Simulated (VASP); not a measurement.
Wanted: the native input for a VASP 6.6.1 run.

| Item | Value |
| --- | --- |
| Task | single point |
| Functional | PBE |
| Dispersion | D3(BJ) |
| Potentials or basis | VASP PAW PBE potentials, release 64 (Si, N) |
| Cutoff | 520 eV |
| k mesh | 7 × 5 × 1 |
| Occupations | gaussian, width 0.05 eV |
| Spin | no spin polarisation |
| Dipole correction | yes |
| Further INCAR settings | ALGO = Normal; EDIFF = 1e-07; NBANDS = 27 |

The structure of Si3N lies in POSCAR:

```
Si3N
1.0
    3.8333442755      0.0000000000      0.0000000000
    0.0000000000      5.4211674636      0.0000000000
    0.0000000000      0.0000000000     22.4877586337
Si N
6 2
Direct
    0.5000000000      0.0000000000      0.1778745523
    0.0000000000      0.2500000000      0.1778745523
    0.0000000000      0.5038839981      0.2608672216
    0.5000000000      0.7461160019      0.2608672216
    0.5000000000      0.0086033066      0.3418641564
    0.0000000000      0.2413966934      0.3418641564
    1.0000000000      0.5086033066      0.4797169344
    1.0000000000      0.5086033066      0.5286324363
```

These files were run (other wordings do the same):

INCAR

```
PREC     = Accurate       # precision mode
ENCUT    = 520            # plane-wave cutoff, eV
EDIFF    = 1E-7           # SCF threshold, eV
ISMEAR   = 0              # smearing method
SIGMA    = 0.05           # smearing width, eV
LREAL    = False          # projectors in reciprocal space
LASPH    = True           # aspherical terms in the spheres
NELM     = 100            # most SCF steps
ALGO     = Normal         # electronic algorithm
ISIF     = 2              # what is computed and relaxed
LWAVE    = False          # write WAVECAR
LCHARG   = False          # write CHGCAR
LDIPOL   = True         
IDIPOL   = 3            
DIPOL    = 0.5 0.5 0.321
GGA      = PE             # functional
IVDW     = 12             # dispersion correction
NBANDS   = 27             # bands
```

KPOINTS

```
regular mesh
0
Gamma
  7 5 1
```

Potentials or basis: VASP PAW PBE potentials, release 64 (Si, N).

Run with:

```sh
$ cat potpaw_PBE.64/Si/POTCAR potpaw_PBE.64/N/POTCAR > POTCAR
$ mpirun -np 1 vasp_std > vasp.out
```

Results of the run:

```json
{"Largest force": "2.169 eV/Å", "Band gap on the k mesh": "zero (band 17 reaches -1.53 eV, above the bottom of band 18 at -1.77 eV)", "Dispersion energy per atom": "-0.204 eV"}
```

Caveat: the standard files for N, O and F lose accuracy on very short bonds.

It took 3.9 min on 1 thread of Intel(R) Xeon(R) Platinum 8375C CPU @ 2.90GHz (Ice Lake), on a shared host, peak memory 0.52 GiB.
